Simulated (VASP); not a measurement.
# Ti2O (P-3m1) in VASP: further runs

Runs on Ti2O. Level: r2SCAN+U. Tasks: single point.

All numbers are computed with VASP 6.6.1; they aren't measurements. Logs are shortened: lines on timing, memory, paths and dates and some standing lists are left out, and cuts for length are marked.

## 1. The cell of the first run

The structure is trigonal, space group P-3m1 (No. 164). The conventional cell has a = 2.731 Å, b = 2.731 Å, c = 5.280 Å, α = 90.00°, β = 90.00°, γ = 120.00°. Within 2.9 Å of Ti (site symmetry 3m) lie 3 O at 2.13 Å and 9 Ti at 2.73 to 2.89 Å. Within 2.8 Å of O (site symmetry -3m) lie 6 Ti at 2.13 Å and 6 O at 2.73 Å.

## 2. Single point, r2SCAN+U (strain -0.080 along x and y, +0.080 along z)

File POSCAR:

```
Ti2O
1.0
    2.7313094894      0.0000000000      0.0000000000
   -1.3656547447      2.3653834034      0.0000000000
    0.0000000000      0.0000000000      5.2798396673
Ti O
2 1
Direct
    0.6666666667      0.3333333333      0.2707615662
    0.3333333333      0.6666666667      0.7292384338
    0.0000000000      0.0000000000      0.0000000000
```

File INCAR.step1:

```
PREC     = Accurate       # precision mode
ENCUT    = 660            # plane-wave cutoff, eV
ISMEAR   = 0              # smearing method
SIGMA    = 0.15           # smearing width, eV
LREAL    = False          # projectors in reciprocal space
LASPH    = True           # aspherical terms in the spheres
NELM     = 200            # most SCF steps
LMAXMIX  = 4              # l up to which the mixer works
LDAU     = True           # DFT+U
LDAUTYPE = 2            
LDAUL    = 2 -1           # shell
LDAUU    = 4 0            # U, eV
LDAUJ    = 0 0          
NBANDS   = 22             # bands
GGA      = PE             # functional
ALGO     = Normal         # electronic algorithm
EDIFF    = 1E-5           # SCF threshold, eV
LWAVE    = True           # write WAVECAR
LCHARG   = False          # write CHGCAR
GGA_COMPAT= False
```

File INCAR.step2:

```
PREC     = Accurate       # precision mode
ENCUT    = 660            # plane-wave cutoff, eV
EDIFF    = 1E-6           # SCF threshold, eV
ISMEAR   = 0              # smearing method
SIGMA    = 0.15           # smearing width, eV
LREAL    = False          # projectors in reciprocal space
LASPH    = True           # aspherical terms in the spheres
NELM     = 200            # most SCF steps
ALGO     = Normal         # electronic algorithm
ISIF     = 2              # what is computed and relaxed
LWAVE    = False          # write WAVECAR
LCHARG   = False          # write CHGCAR
LMAXMIX  = 4              # l up to which the mixer works
LDAU     = True           # DFT+U
LDAUTYPE = 2            
LDAUL    = 2 -1           # shell
LDAUU    = 4 0            # U, eV
LDAUJ    = 0 0          
LDAUPRINT= 1            
METAGGA  = R2SCAN         # meta-GGA
LMIXTAU  = True         
NBANDS   = 22             # bands
ISTART   = 1            
GGA_COMPAT= False
```

File KPOINTS:

```
regular mesh
0
Gamma
  18 18 10
```

Potentials or basis: VASP PAW PBE potentials, release 64 (Ti_sv, O).

Started as:

```console
cat potpaw_PBE.64/Ti_sv/POTCAR potpaw_PBE.64/O/POTCAR > POTCAR
cp INCAR.step1 INCAR
mpirun -np 1 vasp_std > vasp.out
cp INCAR.step2 INCAR
mpirun -np 1 vasp_std > vasp.out
```

OUTCAR:

```text
PREC = Accurate
   ENCUT = 660
   EDIFF = 1E-6
   ISMEAR = 0
   LREAL = False
   LASPH = True
   NELM = 200
   ISIF = 2
   METAGGA = R2SCAN
   ISTART = 1

 ion  position               nearest neighbor table
   1  0.667  0.333  0.271-   3 2.13   3 2.13   3 2.13   2 2.89   2 2.89   2 2.89
   2  0.333  0.667  0.729-   3 2.13   3 2.13   3 2.13   1 2.89   1 2.89   1 2.89
   3  0.000  0.000  0.000-   1 2.13   2 2.13   2 2.13   1 2.13   1 2.13   2 2.13

  LATTYP: Found a hexagonal cell.
 ALAT       =     2.7313094894
 C/A-ratio  =     1.9330799705

  Lattice vectors:

 A1 = (   2.7313094894,   0.0000000000,   0.0000000000)
 A2 = (  -1.3656547447,   2.3653834034,   0.0000000000)
 A3 = (   0.0000000000,   0.0000000000,   5.2798396673)

Analysis of symmetry for initial positions (statically):
=====================================================================
 Subroutine PRICEL returns:
 Original cell was already a primitive cell.

 Routine SETGRP: Setting up the symmetry group for a
 hexagonal supercell.

 Subroutine GETGRP returns: Found 12 space group operations
 (whereof 12 operations were pure point group operations)
 out of a pool of 24 trial point group operations.

The static configuration has the point symmetry D_3d.

Analysis of symmetry for dynamics (positions and initial velocities):
=====================================================================
 Subroutine PRICEL returns:
 Original cell was already a primitive cell.

 Routine SETGRP: Setting up the symmetry group for a
 hexagonal supercell.

 Subroutine GETGRP returns: Found 12 space group operations
 (whereof 12 operations were pure point group operations)
 out of a pool of 24 trial point group operations.

The dynamic configuration has the point symmetry D_3d.

 Subroutine INISYM returns: Found 12 space group operations
 (whereof 12 operations are pure point group operations),
 and found     1 'primitive' translations

----------------------------------------------------------------------------------------

                                     Primitive cell

  volume of cell :      34.1109

  direct lattice vectors                    reciprocal lattice vectors
     2.731309489  0.000000000  0.000000000     0.366124749  0.211382222  0.000000000
    -1.365654745  2.365383403  0.000000000     0.000000000  0.422764444  0.000000000
     0.000000000  0.000000000  5.279839667     0.000000000  0.000000000  0.189399691

  length of vectors
     2.731309489  2.731309489  5.279839667     0.422764444  0.422764444  0.189399691

  position of ions in fractional coordinates (direct lattice)
     0.666666667  0.333333333  0.270761566
     0.333333333  0.666666667  0.729238434
     0.000000000  0.000000000  0.000000000

  ion indices of the primitive-cell ions
   primitive index   ion index
                 1           1
                 2           2
                 3           3

----------------------------------------------------------------------------------------

 KPOINTS: regular mesh

Automatic generation of k-mesh.
 Grid dimensions read from file:
[... 91 lines left out ...]
   angular momentum for each species LDAUL =     2   -1
   U (eV)           for each species LDAUU =   4.0  0.0
   J (eV)           for each species LDAUJ =   0.0  0.0
   METAGGA = R2SCAN    functional components
   LHFCALC =     F    Hartree Fock is set to
   AEXX    =    0.0000 exact exchange contribution
   IVDW    =     0    specifies the selected vdW correction
   LEPSILON=     F    determine dielectric tensor
   LRPA    =     F    only Hartree local field effects (RPA)
 non-spin polarized calculation
 Gauss-broadening in eV      SIGMA  =   0.15
  energy-cutoff  :      660.00
  volume of cell :       34.11
 maximum number of plane-waves:      1336
 NGX is ok and might be reduce to    24
   NGX = 11   NGY = 11   NGZ = 23

atom =   1  type =  1  l = 2

 onsite density matrix

spin component  1

  0.2260 -0.0000 -0.0000  0.0179 -0.0000
 -0.0000  0.1292 -0.0000 -0.0000  0.0179
 -0.0000 -0.0000  0.2125  0.0000 -0.0000
  0.0179 -0.0000  0.0000  0.1292  0.0000
 -0.0000  0.0179 -0.0000  0.0000  0.2260

spin component  2

  0.2260 -0.0000 -0.0000  0.0179 -0.0000
 -0.0000  0.1292 -0.0000 -0.0000  0.0179
 -0.0000 -0.0000  0.2125  0.0000 -0.0000
  0.0179 -0.0000  0.0000  0.1292  0.0000
 -0.0000  0.0179 -0.0000  0.0000  0.2260

 occupancies and eigenvectors

  o =  0.1260  v = -0.0000  0.9844 -0.0000  0.0000 -0.1762  0.0000  0.0000  0.0000  0.0000  0.0000      0.0000  0.0000  0.0000  0.0000  0.0000  0.0000  0.0000  0.0000  0.0000  0.0000
  o =  0.1260  v =  0.0000  0.0000  0.0000  0.0000  0.0000 -0.0000  0.9844 -0.0000  0.0000 -0.1762      0.0000  0.0000  0.0000  0.0000  0.0000  0.0000  0.0000  0.0000  0.0000  0.0000
  o =  0.1260  v =  0.0000  0.0000  0.0000  0.0000  0.0000 -0.1762 -0.0000 -0.0000  0.9844  0.0000      0.0000  0.0000  0.0000  0.0000  0.0000  0.0000  0.0000  0.0000  0.0000  0.0000
  o =  0.1260  v = -0.1762 -0.0000 -0.0000  0.9844  0.0000  0.0000  0.0000  0.0000  0.0000  0.0000      0.0000  0.0000  0.0000  0.0000  0.0000  0.0000  0.0000  0.0000  0.0000  0.0000
  o =  0.2125  v = -0.0000 -0.0000 -1.0000 -0.0000 -0.0000  0.0000  0.0000  0.0000  0.0000  0.0000      0.0000  0.0000  0.0000  0.0000  0.0000  0.0000  0.0000  0.0000  0.0000  0.0000
  o =  0.2125  v =  0.0000  0.0000  0.0000  0.0000  0.0000 -0.0000 -0.0000 -1.0000 -0.0000 -0.0000      0.0000  0.0000  0.0000  0.0000  0.0000  0.0000  0.0000  0.0000  0.0000  0.0000
  o =  0.2292  v =  0.0000  0.0000  0.0000  0.0000  0.0000  0.0000  0.1762 -0.0000  0.0000  0.9844      0.0000  0.0000  0.0000  0.0000  0.0000  0.0000  0.0000  0.0000  0.0000  0.0000
  o =  0.2292  v =  0.0000  0.1762 -0.0000  0.0000  0.9844  0.0000  0.0000  0.0000  0.0000  0.0000      0.0000  0.0000  0.0000  0.0000  0.0000  0.0000  0.0000  0.0000  0.0000  0.0000
  o =  0.2292  v = -0.9844  0.0000 -0.0000 -0.1762  0.0000  0.0000  0.0000  0.0000  0.0000  0.0000      0.0000  0.0000  0.0000  0.0000  0.0000  0.0000  0.0000  0.0000  0.0000  0.0000
  o =  0.2292  v =  0.0000  0.0000  0.0000  0.0000  0.0000 -0.9844  0.0000 -0.0000 -0.1762  0.0000      0.0000  0.0000  0.0000  0.0000  0.0000  0.0000  0.0000  0.0000  0.0000  0.0000

atom =   2  type =  1  l = 2

 onsite density matrix

spin component  1

  0.2260 -0.0000 -0.0000  0.0179  0.0000
 -0.0000  0.1292 -0.0000 -0.0000  0.0179
 -0.0000 -0.0000  0.2125  0.0000 -0.0000
  0.0179 -0.0000  0.0000  0.1292  0.0000
  0.0000  0.0179 -0.0000  0.0000  0.2260

spin component  2

  0.2260 -0.0000 -0.0000  0.0179  0.0000
 -0.0000  0.1292 -0.0000 -0.0000  0.0179
 -0.0000 -0.0000  0.2125  0.0000 -0.0000
  0.0179 -0.0000  0.0000  0.1292  0.0000
  0.0000  0.0179 -0.0000  0.0000  0.2260

 occupancies and eigenvectors

  o =  0.1260  v =  0.0000  0.9844 -0.0000 -0.0000 -0.1762  0.0000  0.0000  0.0000  0.0000  0.0000      0.0000  0.0000  0.0000  0.0000  0.0000  0.0000  0.0000  0.0000  0.0000  0.0000
  o =  0.1260  v =  0.0000  0.0000  0.0000  0.0000  0.0000  0.0000  0.9844 -0.0000 -0.0000 -0.1762      0.0000  0.0000  0.0000  0.0000  0.0000  0.0000  0.0000  0.0000  0.0000  0.0000
  o =  0.1260  v =  0.0000  0.0000  0.0000  0.0000  0.0000  0.1762 -0.0000  0.0000 -0.9844  0.0000      0.0000  0.0000  0.0000  0.0000  0.0000  0.0000  0.0000  0.0000  0.0000  0.0000
  o =  0.1260  v =  0.1762 -0.0000  0.0000 -0.9844  0.0000  0.0000  0.0000  0.0000  0.0000  0.0000      0.0000  0.0000  0.0000  0.0000  0.0000  0.0000  0.0000  0.0000  0.0000  0.0000
  o =  0.2125  v =  0.0000  0.0000  1.0000  0.0000  0.0000  0.0000  0.0000  0.0000  0.0000  0.0000      0.0000  0.0000  0.0000  0.0000  0.0000  0.0000  0.0000  0.0000  0.0000  0.0000
  o =  0.2125  v =  0.0000  0.0000  0.0000  0.0000  0.0000  0.0000  0.0000  1.0000  0.0000  0.0000      0.0000  0.0000  0.0000  0.0000  0.0000  0.0000  0.0000  0.0000  0.0000  0.0000
  o =  0.2292  v =  0.0000 -0.1762  0.0000 -0.0000 -0.9844  0.0000  0.0000  0.0000  0.0000  0.0000      0.0000  0.0000  0.0000  0.0000  0.0000  0.0000  0.0000  0.0000  0.0000  0.0000
  o =  0.2292  v =  0.0000  0.0000  0.0000  0.0000  0.0000  0.0000 -0.1762  0.0000 -0.0000 -0.9844      0.0000  0.0000  0.0000  0.0000  0.0000  0.0000  0.0000  0.0000  0.0000  0.0000
  o =  0.2292  v = -0.9844  0.0000  0.0000 -0.1762 -0.0000  0.0000  0.0000  0.0000  0.0000  0.0000      0.0000  0.0000  0.0000  0.0000  0.0000  0.0000  0.0000  0.0000  0.0000  0.0000
  o =  0.2292  v =  0.0000  0.0000  0.0000  0.0000  0.0000 -0.9844  0.0000  0.0000 -0.1762 -0.0000      0.0000  0.0000  0.0000  0.0000  0.0000  0.0000  0.0000  0.0000  0.0000  0.0000

 number of electron      30.0000002 magnetization

 Free energy of the ion-electron system (eV)
  ---------------------------------------------------
  ext. energy  EPLUGINS =         0.00000000
  ---------------------------------------------------
  free energy    TOTEN  =       -31.12254146 eV

  energy without entropy =      -31.10341543  energy(sigma->0) =      -31.11297845

 E-fermi :  11.2608     XC(G=0): -13.5386

 val. band max:       11.2592753698   @ k =   0.0000   0.1111   0.2000
 cond. band min:      11.2611040786   @ k =   0.1111   0.0000   0.3000
 fundamental gap:      0.0018287088
 Fermi energy:        11.2607621067

 k-point     1 :       0.0000    0.0000    0.0000
  band No.  band energies     occupation
      1     -49.2379      2.00000
      2     -49.1517      2.00000
      3     -24.8340      2.00000
      4     -24.2002      2.00000
      5     -23.8758      2.00000
      6     -23.8758      2.00000
[... 589 lines left out ...]
     21      15.3215      0.00000
     22      15.5309      0.00000

 [... further k-points ...]

------------------------ aborting loop because EDIFF is reached ----------------------------------------

  FORCE on cell =-STRESS in cart. coord.  units (eV):
  Direction    XX          YY          ZZ          XY          YZ          ZX
  --------------------------------------------------------------------------------------
  -------------------------------------------------------------------------------------
  Total        9.1189936      9.1189936     -0.2627828      0.0000000      0.0000000      0.0000000
  in kB      428.3160016    428.3160016    -12.3428194      0.0000000      0.0000000      0.0000000
  external PRESSURE =     281.4297279 kB  Pullay stress =       0.0000000 kB

 VOLUME and BASIS-vectors are now :
 -----------------------------------------------------------------------------
  energy-cutoff  :      660.00
  volume of cell :       34.11
      direct lattice vectors                 reciprocal lattice vectors
     2.731309489  0.000000000  0.000000000     0.366124749  0.211382222  0.000000000
    -1.365654745  2.365383403  0.000000000     0.000000000  0.422764444  0.000000000
     0.000000000  0.000000000  5.279839667     0.000000000  0.000000000  0.189399691

 POSITION                                       TOTAL-FORCE (eV/Angst)
 -----------------------------------------------------------------------------------
      1.36565      0.78846      1.42958         0.000000     -0.000000      0.466242
     -0.00000      1.57692      3.85026        -0.000000      0.000000     -0.466242
      0.00000      0.00000      0.00000        -0.000000      0.000000      0.000000
 -----------------------------------------------------------------------------------
    total drift:                                0.000000      0.000000     -0.000000

  FREE ENERGIE OF THE ION-ELECTRON SYSTEM (eV)
  ---------------------------------------------------
  free  energy   TOTEN  =       -31.1225414631 eV

  energy  without entropy=      -31.1034154317  energy(sigma->0) =      -31.11297845
```

It took 12 min on 1 thread of Intel Xeon Platinum 8488C (Sapphire Rapids), shared host; peak memory 0.42 GiB.

What came out:

| Item | Value |
| --- | --- |
| Free energy | -31.1225 eV |
| Pressure | 28.1 GPa |
| Largest force | 0.466 eV/Å |
| Band gap on the k mesh | zero (bands 15 and 16 overlap by 0.72 eV) |

Forces on the atoms (eV/Å):
```
Ti   0.000  0.000  0.466
Ti   0.000  0.000 -0.466
O    0.000  0.000  0.000
```

Stress tensor (GPa, compression positive):
```
42.83  0.00  0.00
 0.00 42.83  0.00
 0.00  0.00 -1.23
```

Eigenvalues of the final occupation matrices:
```tsv
site	spin	trace	eigenvalues
site 1 d	1	0.92	0.13 0.13 0.21 0.23 0.23
site 1 d	2	0.92	0.13 0.13 0.21 0.23 0.23
site 2 d	1	0.92	0.13 0.13 0.21 0.23 0.23
site 2 d	2	0.92	0.13 0.13 0.21 0.23 0.23
```

Caveat: the cell differs from its parent crystal (strain -0.080 along x and y, +0.080 along z); the stress differs along the axes, from -1 to 43 GPa; the PAW data sets were made with another functional, which shifts forces and pressure a little; U without spin polarisation on a metal has little footing.

## 3. Single point, r2SCAN+U (strain +0.000 along x and y, +0.080 along z)

File POSCAR:

```
Ti2O
1.0
    2.9688146624      0.0000000000      0.0000000000
   -1.4844073312      2.5710689168      0.0000000000
    0.0000000000      0.0000000000      5.2798396673
Ti O
2 1
Direct
    0.6666666667      0.3333333333      0.2707615662
    0.3333333333      0.6666666667      0.7292384338
    0.0000000000      0.0000000000      0.0000000000
```

File INCAR.step1:

```
ALGO     = Normal         # electronic algorithm
EDIFF    = 1E-5           # SCF threshold, eV
ENCUT    = 660            # plane-wave cutoff, eV
GGA      = PE             # functional
GGA_COMPAT= F            
ISMEAR   = 0              # smearing method
LASPH    = T              # aspherical terms in the spheres
LCHARG   = F              # write CHGCAR
LDAU     = T              # DFT+U
LDAUJ    = 0 0          
LDAUL    = 2 -1           # shell
LDAUTYPE = 2            
LDAUU    = 4 0            # U, eV
LMAXMIX  = 4              # l up to which the mixer works
LREAL    = F              # projectors in reciprocal space
LWAVE    = T              # write WAVECAR
NBANDS   = 22             # bands
NELM     = 200            # most SCF steps
PREC     = Accurate       # precision mode
SIGMA    = 0.15           # smearing width, eV
```

File INCAR.step2:

```
ALGO     = Normal         # electronic algorithm
EDIFF    = 1E-6           # SCF threshold, eV
ENCUT    = 660            # plane-wave cutoff, eV
GGA_COMPAT= F            
ISIF     = 2              # what is computed and relaxed
ISMEAR   = 0              # smearing method
ISTART   = 1            
LASPH    = T              # aspherical terms in the spheres
LCHARG   = F              # write CHGCAR
LDAU     = T              # DFT+U
LDAUJ    = 0 0          
LDAUL    = 2 -1           # shell
LDAUPRINT= 1            
LDAUTYPE = 2            
LDAUU    = 4 0            # U, eV
LMAXMIX  = 4              # l up to which the mixer works
LMIXTAU  = T            
LREAL    = F              # projectors in reciprocal space
LWAVE    = F              # write WAVECAR
METAGGA  = R2SCAN         # meta-GGA
NBANDS   = 22             # bands
NELM     = 200            # most SCF steps
PREC     = Accurate       # precision mode
SIGMA    = 0.15           # smearing width, eV
```

File KPOINTS:

```
k-points
0
Gamma
  18 18 10
```

Potentials or basis: VASP PAW PBE potentials, release 64 (Ti_sv, O).

Started as:

```console
cat potpaw_PBE.64/Ti_sv/POTCAR potpaw_PBE.64/O/POTCAR > POTCAR
cp INCAR.step1 INCAR
mpirun -np 1 vasp_std > vasp.out
cp INCAR.step2 INCAR
mpirun -np 1 vasp_std > vasp.out
```

Run time: 31 min. Hardware: 1 thread of Oxide Virtual Turin-like, shared host; peak memory 0.44 GiB.

Results (log left out):

* Free energy: -31.7989 eV
* Pressure: -8.8 GPa
* Largest force: 0.114 eV/Å
* Band gap on the k mesh: zero (bands 15 and 16 overlap by 0.96 eV)

Forces in eV/Å, atoms in the order of the input:
```
Ti   0.000  0.000  0.114
Ti   0.000  0.000 -0.114
O    0.000  0.000  0.000
```

Stress tensor (GPa, compression positive):
```
 -3.02   0.00   0.00
  0.00  -3.02   0.00
  0.00   0.00 -20.41
```

Levels at points of the mesh, in eV from the Fermi level:
```csv
k point,band 12,band 13,band 14,band 15,band 16,band 17,band 18,band 19
"(0.00, 0.00, 0.00)",-5.66,-5.05,-0.81,-0.18,0.63,0.63,1.09,1.09
"(0.50, 0.00, 0.00)",-6.19,-2.42,-1.54,-1.08,0.55,2.11,2.49,2.80
"(0.00, 0.00, 0.50)",-5.69,-3.20,-2.41,0.43,0.43,0.54,1.55,1.55
"(0.50, 0.00, 0.50)",-6.16,-2.03,-1.58,-0.84,-0.52,1.41,2.73,2.90
```

Eigenvalues of the final occupation matrices:
```
    site  spin  trace               eigenvalues
site 1 d     1   0.84  0.12 0.12 0.20 0.20 0.21
site 1 d     2   0.84  0.12 0.12 0.20 0.20 0.21
site 2 d     1   0.84  0.12 0.12 0.20 0.20 0.21
site 2 d     2   0.84  0.12 0.12 0.20 0.20 0.21
```

Caveat: the cell differs from its parent crystal (strain +0.000 along x and y, +0.080 along z); the stress differs along the axes, from -20 to -3 GPa; the PAW data sets were made with another functional, which shifts forces and pressure a little; U without spin polarisation on a metal has little footing.
